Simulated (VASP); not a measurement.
# WSe2 (P6_3/mmc) in VASP: a series of runs

WSe2 is run at these levels: PBE+D3(BJ); tasks: single point, relaxation of the atoms.

Everything below comes from runs of VASP 6.6.1. Logs are shortened: lines on timing, memory, paths and dates and some standing lists are left out, and cuts for length are marked.

## 1. The cell of the first run

The structure is hexagonal, space group P6_3/mmc (No. 194). The conventional cell has a = 3.378 Å, b = 3.378 Å, c = 12.647 Å, α = 90.00°, β = 90.00°, γ = 120.00°. W (site symmetry -6m2) has 6 Se at 2.55 Å and 6 W at 3.38 Å within 3.4 Å. Within 3.4 Å of Se (site symmetry 3m) lie 3 W at 2.55 Å and 7 Se at 3.30 to 3.38 Å.

## 2. Single point, PBE+D3(BJ) (biaxial strain in the a-b plane: +3.0 %, then relaxed in part)

INCAR reads:

```
PREC     = Accurate       # precision mode
ENCUT    = 520            # plane-wave cutoff, eV
EDIFF    = 1E-6           # SCF threshold, eV
ISMEAR   = 0              # smearing method
SIGMA    = 0.02           # smearing width, eV
LREAL    = False          # projectors in reciprocal space
LASPH    = True           # aspherical terms in the spheres
NELM     = 60             # most SCF steps
ALGO     = Normal         # electronic algorithm
ISIF     = 2              # what is computed and relaxed
LWAVE    = False          # write WAVECAR
LCHARG   = True           # write CHGCAR
GGA      = PE             # functional
IVDW     = 12             # dispersion correction
LELF     = True           # ELF
LVHAR    = True         
NBANDS   = 35             # bands
```

KPOINTS reads:

```
regular mesh
0
Gamma
  12 12 2
```

POSCAR reads:

```
WSe2
1.0
    3.3775489838      0.0000000000      0.0000000000
   -1.6887744919      2.9250432225      0.0000000000
    0.0000000000      0.0000000000     12.6468028015
W Se
2 4
Direct
    0.6666666667      0.3333333333      0.2500000000
    0.3333333333      0.6666666667      0.7500000000
    0.3333333333      0.6666666667      0.3803493355
    0.6666666667      0.3333333333      0.8803493355
    0.3333333333      0.6666666667      0.1196506645
    0.6666666667      0.3333333333      0.6196506645
```

Potentials or basis: VASP PAW PBE potentials, release 64 (W_sv, Se).

Run with:

```
cat potpaw_PBE.64/W_sv/POTCAR potpaw_PBE.64/Se/POTCAR > POTCAR
mpirun -np 1 vasp_std > vasp.out
```

OUTCAR:

```text
PREC = Accurate
   ENCUT = 520
   EDIFF = 1E-6
   ISMEAR = 0
   LREAL = False
   LASPH = True
   NELM = 60
   ISIF = 2
   GGA = PE
   IVDW = 12
 IVDW          = 12

 ion  position               nearest neighbor table
   1  0.667  0.333  0.250-   3 2.55   5 2.55   3 2.55   5 2.55   3 2.55   5 2.55
   2  0.333  0.667  0.750-   4 2.55   6 2.55   4 2.55   6 2.55   4 2.55   6 2.55
   3  0.333  0.667  0.380-   1 2.55   1 2.55   1 2.55
   4  0.667  0.333  0.880-   2 2.55   2 2.55   2 2.55
   5  0.333  0.667  0.120-   1 2.55   1 2.55   1 2.55
   6  0.667  0.333  0.620-   2 2.55   2 2.55   2 2.55

  LATTYP: Found a hexagonal cell.
 ALAT       =     3.3775489838
 C/A-ratio  =     3.7443728758

  Lattice vectors:

 A1 = (   3.3775489838,   0.0000000000,   0.0000000000)
 A2 = (  -1.6887744919,   2.9250432225,   0.0000000000)
 A3 = (   0.0000000000,   0.0000000000,  12.6468028015)

Analysis of symmetry for initial positions (statically):
=====================================================================
 Subroutine PRICEL returns:
 Original cell was already a primitive cell.

 Routine SETGRP: Setting up the symmetry group for a
 hexagonal supercell.

 Subroutine GETGRP returns: Found 24 space group operations
 (whereof 12 operations were pure point group operations)
 out of a pool of 24 trial point group operations.

The static configuration has the point symmetry D_3d.
 The point group associated with its full space group is D_6h.

Analysis of symmetry for dynamics (positions and initial velocities):
=====================================================================
 Subroutine PRICEL returns:
 Original cell was already a primitive cell.

 Routine SETGRP: Setting up the symmetry group for a
 hexagonal supercell.

 Subroutine GETGRP returns: Found 24 space group operations
 (whereof 12 operations were pure point group operations)
 out of a pool of 24 trial point group operations.

The dynamic configuration has the point symmetry D_3d.
 The point group associated with its full space group is D_6h.

 Subroutine INISYM returns: Found 24 space group operations
 (whereof 12 operations are pure point group operations),
 and found     1 'primitive' translations

----------------------------------------------------------------------------------------

                                     Primitive cell

  volume of cell :     124.9438

  direct lattice vectors                    reciprocal lattice vectors
     3.377548984  0.000000000  0.000000000     0.296072686  0.170937645  0.000000000
    -1.688774492  2.925043222  0.000000000     0.000000000  0.341875290  0.000000000
     0.000000000  0.000000000 12.646802801     0.000000000  0.000000000  0.079071368

  length of vectors
     3.377548984  3.377548984 12.646802801     0.341875290  0.341875290  0.079071368

  position of ions in fractional coordinates (direct lattice)
     0.666666667  0.333333333  0.250000000
     0.333333333  0.666666667  0.750000000
     0.333333333  0.666666667  0.380349336
     0.666666667  0.333333333  0.880349336
     0.333333333  0.666666667  0.119650664
     0.666666667  0.333333333  0.619650664

  ion indices of the primitive-cell ions
   primitive index   ion index
                 1           1
                 2           2
                 3           3
                 4           4
                 5           5
                 6           6

----------------------------------------------------------------------------------------

 KPOINTS: regular mesh

Automatic generation of k-mesh.
 Grid dimensions read from file:
 generate k-points for:   12   12    2

 Generating k-lattice:

  Cartesian coordinates                     Fractional coordinates (reciprocal lattice)
     0.024672724  0.014244804  0.000000000     0.083333333  0.000000000  0.000000000
     0.000000000  0.028489608  0.000000000     0.000000000  0.083333333  0.000000000
     0.000000000  0.000000000  0.039535684     0.000000000  0.000000000  0.500000000

  Length of vectors
     0.028489608  0.028489608  0.039535684

  Shift w.r.t. Gamma in fractional coordinates (k-lattice)
     0.000000000  0.000000000  0.000000000

 Subroutine IBZKPT returns following result:
 ===========================================

 Found     38 irreducible k-points:

 Following reciprocal coordinates:
            Coordinates               Weight
  0.000000  0.000000  0.000000      1.000000
  0.083333  0.000000  0.000000      6.000000
  0.166667 -0.000000  0.000000      6.000000
  0.250000  0.000000  0.000000      6.000000
  0.333333 -0.000000  0.000000      6.000000
  0.416667  0.000000  0.000000      6.000000
[... 16 lines left out ...]
  0.250000  0.000000  0.500000      6.000000
  0.333333 -0.000000  0.500000      6.000000
 [... further k-points ...]
   k-points           NKPTS =     38   k-points in BZ     NKDIM =     38   number of bands    NBANDS=     35
   number of dos      NEDOS =    301   number of ions     NIONS =      6
   total plane-waves  NPLWV =  75264
   dimension x,y,z NGX =    28 NGY =   28 NGZ =   96
   dimension x,y,z NGXF=    56 NGYF=   56 NGZF=  192
   ions per type =               2   4
   NGX,Y,Z   is equivalent  to a cutoff of  13.78, 13.78, 12.62 a.u.
   NGXF,Y,Z  is equivalent  to a cutoff of  27.56, 27.56, 25.24 a.u.
 SYSTEM =  unknown system
   PREC   = accura    normal or accurate (medium, high low for compatibility)
   ISTART =      0    job   : 0-new  1-cont  2-samecut
   ICHARG =      2    charge: 1-file 2-atom 10-const
   ISPIN  =      1    spin polarized calculation?
   LNONCOLLINEAR =      F non collinear calculations
   LSORBIT =      F    spin-orbit coupling
   LASPH  =      T    aspherical Exc in radial PAW
   ENCUT  =  520.0 eV  38.22 Ry    6.18 a.u.   6.28  6.28 23.51*2*pi/ulx,y,z
   NELM   =     60;   NELMIN=  2; NELMDL= -5     # of ELM steps
   EDIFF  = 0.1E-05   stopping-criterion for ELM
   LREAL  =      F    real-space projection
   EDIFFG = 0.1E-04   stopping-criterion for IOM
   NSW    =      0    number of steps for IOM
   IBRION =     -1    ionic relax: 0-MD 1-quasi-New 2-CG
   NFREE  =      0    steps in history (QN), initial steepest desc. (CG)
   ISIF   =      2    stress and relaxation
   ISYM   =      2    0-nonsym 1-usesym 2-fastsym
   POTIM  = 0.5000    time-step for ionic-motion
   TEBEG  =    0.0;   TEEND  =   0.0 temperature during run
   PSTRESS=    0.0 pullay stress
   NELECT =      52.0000    total number of electrons
   NUPDOWN=      -1.0000    fix difference up-down
   EMIN   =  10.00;   EMAX   =-10.00  energy-range for DOS
   EFERMI =   0.00;   METHOD = LEGACY
   ISMEAR =     0;   SIGMA  =   0.02  broadening in eV -4-tet -1-fermi 0-gaus
   EFERMI_NEDOS =   21; number of points for ismear=-14 and -15
   IALGO  =     38    algorithm
   IMIX   =      4    mixing-type and parameters
     AMIX     =   0.40;   BMIX     =  1.00
     AMIX_MAG =   1.60;   BMIX_MAG =  1.00
  volume/ion in A,a.u.               =      20.82       140.53
  Fermi-wavevector in a.u.,A,eV,Ry     =   1.222281  2.309776 20.326706  1.493971
  Thomas-Fermi vector in A             =   2.357433
   LORBIT       =      0    0 simple, 1 ext, 2 COOP (PROOUT), +10 PAW based schemes
   GGA     = PE    functional components
   LHFCALC =     F    Hartree Fock is set to
   AEXX    =    0.0000 exact exchange contribution
   IVDW    =    12    specifies the selected vdW correction
   LEPSILON=     F    determine dielectric tensor
   LRPA    =     F    only Hartree local field effects (RPA)
 non-spin polarized calculation
 Gauss-broadening in eV      SIGMA  =   0.02
  energy-cutoff  :      520.00
  volume of cell :      124.94
 maximum number of plane-waves:      3396
 NGX is ok and might be reduce to    28
   NGX = 13   NGY = 13   NGZ = 47

 number of electron      51.9999999 magnetization

 Free energy of the ion-electron system (eV)
  ---------------------------------------------------
  ext. energy  EPLUGINS =         0.00000000
  ---------------------------------------------------
  free energy    TOTEN  =       -43.07387634 eV

  energy without entropy =      -43.07387634  energy(sigma->0) =      -43.07387634

 E-fermi :   6.3659     XC(G=0): -10.6455

 val. band max:        6.1788909998   @ k =   0.0000   0.0000   0.0000
 cond. band min:       6.9834063811   @ k =   0.3333   0.3333   0.0000
 fundamental gap:      0.8045153813
 Fermi energy:         6.3658693660

 k-point     1 :       0.0000    0.0000    0.0000
  band No.  band energies     occupation
      1     -68.4429      2.00000
      2     -68.4428      2.00000
      3     -32.6283      2.00000
      4     -32.6282      2.00000
      5     -32.5822      2.00000
      6     -32.5822      2.00000
[... 27 lines left out ...]
     34       8.7704      0.00000
     35      10.0500      0.00000

 k-point     2 :       0.0833    0.0000    0.0000
  band No.  band energies     occupation
      1     -68.4424      2.00000
      2     -68.4424      2.00000
      3     -32.6260      2.00000
      4     -32.6260      2.00000
      5     -32.5940      2.00000
      6     -32.5940      2.00000
[... 27 lines left out ...]
     34       8.6603      0.00000
     35      10.6573      0.00000

 k-point     3 :       0.1667   -0.0000    0.0000
  band No.  band energies     occupation
      1     -68.4411      2.00000
      2     -68.4411      2.00000
      3     -32.6262      2.00000
      4     -32.6262      2.00000
      5     -32.6199      2.00000
      6     -32.6199      2.00000
[... 27 lines left out ...]
     34       9.1082      0.00000
     35      11.6656      0.00000
[... 723 lines left out ...]
 k-point    23 :       0.2500    0.0000    0.5000
  band No.  band energies     occupation
      1     -68.4394      2.00000
      2     -68.4394      2.00000
      3     -32.6699      2.00000
      4     -32.6699      2.00000
      5     -32.6115      2.00000
      6     -32.6115      2.00000
[... 27 lines left out ...]
     34       9.4350      0.00000
     35      12.1510      0.00000

 k-point    24 :       0.3333   -0.0000    0.5000
  band No.  band energies     occupation
      1     -68.4376      2.00000
      2     -68.4376      2.00000
      3     -32.7132      2.00000
      4     -32.7132      2.00000
      5     -32.6133      2.00000
      6     -32.6133      2.00000
[... 27 lines left out ...]
     34       9.7333      0.00000
     35      11.3683      0.00000

 [... further k-points ...]

------------------------ aborting loop because EDIFF is reached ----------------------------------------

 Edisp (eV)   -2.71629

 E8    (eV) :    -1.2119

  FORCE on cell =-STRESS in cart. coord.  units (eV):
  Direction    XX          YY          ZZ          XY          YZ          ZX
  --------------------------------------------------------------------------------------
  -------------------------------------------------------------------------------------
  Total      -4.70526    -4.70526     0.26982     0.00000     0.00000     0.00000
  in kB     -60.33636   -60.33636     3.45994     0.00000     0.00000     0.00000
  external pressure =      -39.07 kB  Pullay stress =        0.00 kB

 VOLUME and BASIS-vectors are now :
 -----------------------------------------------------------------------------
  energy-cutoff  :      520.00
  volume of cell :      124.94
      direct lattice vectors                 reciprocal lattice vectors
     3.377548984  0.000000000  0.000000000     0.296072686  0.170937645  0.000000000
    -1.688774492  2.925043222  0.000000000     0.000000000  0.341875290  0.000000000
     0.000000000  0.000000000 12.646802801     0.000000000  0.000000000  0.079071368

 POSITION                                       TOTAL-FORCE (eV/Angst)
 -----------------------------------------------------------------------------------
      1.68877      0.97501      3.16170        -0.000000     -0.000000     -0.000000
     -0.00000      1.95003      9.48510         0.000000      0.000000     -0.000000
     -0.00000      1.95003      4.81020         0.000000     -0.000000      0.042612
      1.68877      0.97501     11.13360        -0.000000     -0.000000      0.042612
     -0.00000      1.95003      1.51320        -0.000000     -0.000000     -0.042612
      1.68877      0.97501      7.83660        -0.000000     -0.000000     -0.042612
 -----------------------------------------------------------------------------------
    total drift:                               -0.000000      0.000000     -0.000000

  FREE ENERGIE OF THE ION-ELECTRON SYSTEM (eV)
  ---------------------------------------------------
  free  energy   TOTEN  =       -45.7901689909 eV

  energy  without entropy=      -45.7901689909  energy(sigma->0) =      -45.79016899
```

It took 87 s on 1 thread of Intel Xeon 6975P-C (Granite Rapids), shared host; peak memory 0.33 GiB.

What came out:

```
Free energy                : -45.7902 eV
Pressure                   : -3.9 GPa
Largest force              : 0.043 eV/Å
Band gap on the k mesh     : 0.80 eV (least direct gap 1.23 eV)
Dispersion energy per atom : -0.453 eV
```

Forces in eV/Å, atoms in the order of the input:
```
W    0.000  0.000  0.000
W    0.000  0.000  0.000
Se   0.000  0.000  0.043
Se   0.000  0.000  0.043
Se   0.000  0.000 -0.043
Se   0.000  0.000 -0.043
```

Levels at points of the mesh, in eV from the valence-band top:
```tsv
k point	band 24	band 25	band 26	band 27	band 28	band 29
(0.00, 0.00, 0.00)	-0.97	-0.81	0.00	2.21	2.21	2.26
(0.50, 0.00, 0.00)	-1.59	-1.51	-1.34	1.60	1.66	1.93
(0.00, 0.00, 0.50)	-1.92	-0.14	-0.14	2.21	2.21	2.21
(0.50, 0.00, 0.50)	-1.66	-1.43	-1.43	1.62	1.62	2.04
```

Caveat: the cell differs from its parent crystal (biaxial strain in the a-b plane: +3.0 %, then relaxed in part); the cell stands under tension; spin-orbit coupling is left out, which moves the levels of the heavy elements. A k mesh can miss the band edges.

## 3. Single point, PBE+D3(BJ)

INCAR reads:

```
SYSTEM = WSe2
PREC = Accurate ; ENCUT = 520
EDIFF = 1E-6 ; ISMEAR = 0
SIGMA = 0.02 ; LREAL = .False.
LASPH = .True. ; NELM = 100
ALGO = Normal ; ISIF = 2
LWAVE = .False. ; LCHARG = .False.
GGA = PE ; IVDW = 12
NBANDS = 35
```

KPOINTS reads:

```
Automatic mesh
0
Gamma
  12 12 2
  0 0 0
```

POSCAR is that of step 2.

Potentials or basis: VASP PAW PBE potentials, release 64 (W_sv, Se).

Run with:

```
cat potpaw_PBE.64/W_sv/POTCAR potpaw_PBE.64/Se/POTCAR > POTCAR
mpirun -np 1 vasp_std > vasp.out
```

It took 78 s on 1 thread of Intel Xeon 6975P-C (Granite Rapids), shared host; peak memory 0.33 GiB.

The run converged. Its results:

```yaml
Free_energy: -45.7902 eV
Pressure: -3.9 GPa
Largest_force: 0.043 eV/Å
Band_gap_on_the_k_mesh: 0.80 eV (least direct gap 1.23 eV)
Dispersion_energy_per_atom: -0.453 eV
```

Forces on the atoms (eV/Å):
```
W    0.000  0.000  0.000
W    0.000  0.000  0.000
Se   0.000  0.000  0.043
Se   0.000  0.000  0.043
Se   0.000  0.000 -0.043
Se   0.000  0.000 -0.043
```

Stress tensor (GPa, compression positive):
```
-6.03  0.00  0.00
 0.00 -6.03  0.00
 0.00  0.00  0.35
```

Levels at points of the mesh, in eV from the valence-band top:
| k point | band 23 | band 24 | band 25 | band 26 | band 27 | band 28 | band 29 | band 30 |
| --- | --- | --- | --- | --- | --- | --- | --- | --- |
| (0.00, 0.00, 0.00) | -1.88 | -0.97 | -0.81 | 0.00 | 2.21 | 2.21 | 2.26 | 2.26 |
| (0.50, 0.00, 0.00) | -1.81 | -1.59 | -1.51 | -1.34 | 1.60 | 1.66 | 1.93 | 2.11 |
| (0.00, 0.00, 0.50) | -1.92 | -1.92 | -0.14 | -0.14 | 2.21 | 2.21 | 2.21 | 2.21 |
| (0.50, 0.00, 0.50) | -1.66 | -1.66 | -1.43 | -1.43 | 1.62 | 1.62 | 2.04 | 2.04 |

Caveat: the cell stands under tension; spin-orbit coupling is left out, which moves the levels of the heavy elements.

## 4. Single point, PBE+D3(BJ) (biaxial strain in the a-b plane: +4.5 %)

INCAR reads:

```
  PREC = Accurate
  ENCUT = 520
  EDIFF = 1E-6
  ISMEAR = 0
  SIGMA = 0.02
  LREAL = F
  LASPH = T
  NELM = 100
  ALGO = Normal
  ISIF = 2
  LWAVE = F
  LCHARG = F
  GGA = PE
  IVDW = 12
  NBANDS = 35
```

KPOINTS reads:

```
Automatic mesh
0
Gamma
  12 12 2
```

POSCAR: that of step 3 with these lines changed.

```diff
@@ -2,5 +2,5 @@
 1.0
-    3.3775489838      0.0000000000      0.0000000000
-   -1.6887744919      2.9250432225      0.0000000000
-    0.0000000000      0.0000000000     12.6468028015
+    3.4267365904      0.0000000000      0.0000000000
+   -1.7133682952      2.9676409393      0.0000000000
+    0.0000000000      0.0000000000     12.4431089026
 W Se
```

Run with:

```
cat potpaw_PBE.64/W_sv/POTCAR potpaw_PBE.64/Se/POTCAR > POTCAR
mpirun -np 1 vasp_std > vasp.out
```

Run time: 76 s. Hardware: 1 thread of Intel Xeon 6975P-C (Granite Rapids), shared host; peak memory 0.33 GiB.

The run converged. Its results:

* Free energy: -45.6125 eV
* Pressure: -4.9 GPa
* Largest force: 0.179 eV/Å
* Band gap on the k mesh: 0.51 eV (least direct gap 1.07 eV)
* Dispersion energy per atom: -0.447 eV

Forces in eV/Å, atoms in the order of the input:
```
W    0.000  0.000  0.000
W    0.000  0.000  0.000
Se   0.000  0.000  0.179
Se   0.000  0.000  0.179
Se   0.000  0.000 -0.179
Se   0.000  0.000 -0.179
```

Stress tensor (GPa, compression positive):
```
-8.29  0.00  0.00
 0.00 -8.29  0.00
 0.00  0.00  2.02
```

Levels at points of the mesh, in eV from the valence-band top:
```
           k point  band 22  band 23  band 24  band 25  band 26  band 27  band 28  band 29  band 30  band 31
(0.00, 0.00, 0.00)    -2.10    -2.10    -0.87    -0.64     0.00     2.01     2.01     2.06     2.06     2.15
(0.50, 0.00, 0.00)    -2.26    -2.08    -1.76    -1.66    -1.36     1.32     1.39     1.67     1.77     2.55
(0.00, 0.00, 0.50)    -2.15    -2.15    -2.15    -0.10    -0.10     2.01     2.01     2.01     2.01     2.32
(0.50, 0.00, 0.50)    -2.49    -1.92    -1.92    -1.47    -1.47     1.35     1.35     1.74     1.74     2.97
```

Caveat: the cell differs from its parent crystal (biaxial strain in the a-b plane: +4.5 %); the cell stands under tension; spin-orbit coupling is left out, which moves the levels of the heavy elements. A k mesh can miss the band edges.

(Part 1 of 2 ends here.)
